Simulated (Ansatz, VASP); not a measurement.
One calculation of LiF, two programs

The input INCAR:

```
SYSTEM = LiF
PREC = Accurate ; ENCUT = 520
EDIFF = 1E-6 ; ISMEAR = -1
SIGMA = 0.03 ; LREAL = .FALSE.
LASPH = .TRUE. ; NELM = 60
ALGO = Normal ; ISIF = 2
LWAVE = .FALSE. ; LCHARG = .FALSE.
GGA = CA ; NBANDS = 12
```

The input KPOINTS:

```
Automatic mesh
0
G
  10 10 10
  0 0 0
```

Contents of POSCAR:

```
LiF
1.0
    0.0000000000      2.0140000000      2.0542800000
    2.0140000000      0.0000000000      2.0542800000
    2.0140000000      2.0140000000      0.0000000000
Li F
1 1
Direct
    0.0000000000      0.0000000000      0.0000000000
    0.5000000000      0.5000000000      0.5000000000
```

Input for Ansatz:

```yaml
crystal:
  lattice:
    - [0.0, 2.014, 2.05428]
    - [2.014, 0.0, 2.05428]
    - [2.014, 2.014, 0.0]
  atoms:
    - { symbol: Li, position: [0.0, 0.0, 0.0] }
    - { symbol: F, position: [0.5, 0.5, 0.5] }
kpoints:
  mp_grid: { grid: [10, 10, 10] }
  band_path:
    path:
      - [0.0, 0.0, 0.0]
      - [0.0, 0.5, 0.5]
      - [0.25, 0.75, 0.5]
      - [0.0, 0.5, 0.0]
      - [0.0, 0.0, 0.0]
      - [0.5, 0.5, 0.0]
      - [0.3701460977, 0.6298539023, 0.0]
      - [-0.3701460977, 0.3701460977, 0.0]
      - [0.0, 0.0, 0.0]
    npoints: 5
scf:
  occupations: { method: fermi_dirac, width: 0.03 }
hamiltonian:
  xc: lda
  pseudopotentials: { kind: all_electron, lapw: { basis_error: 0.001 } }
output:
  forces: true
  stress: true
  eigenvalues: true
```

Change from the starting cell: zz strain of +2 %.

Alike in both runs: task single point; functional LDA; k mesh 10 × 10 × 10; occupations fermi-dirac, width 0.03 eV; no spin polarisation.

|  | VASP | Ansatz |
| --- | --- | --- |
| version | VASP 6.6.1 | Ansatz 0.2.0 |
| potentials or method | VASP PAW LDA potentials, release 64 (Li_sv, F), cutoff 520 eV | all-electron LAPW, scalar-relativistic |

Ansatz gave:

```
gap on the k mesh at the Fermi level (eV) : 8.61
```

Which values does VASP return?

gap on the k mesh at the Fermi level (eV): 8.63.

LDA's correlation is that of Perdew and Zunger in VASP and of Perdew and Wang (1992) in Ansatz. Ansatz ran all-electron here, and VASP with PAW potentials.

Noted on VASP's run: the cutoff is short for stress, so the pressure is rough.
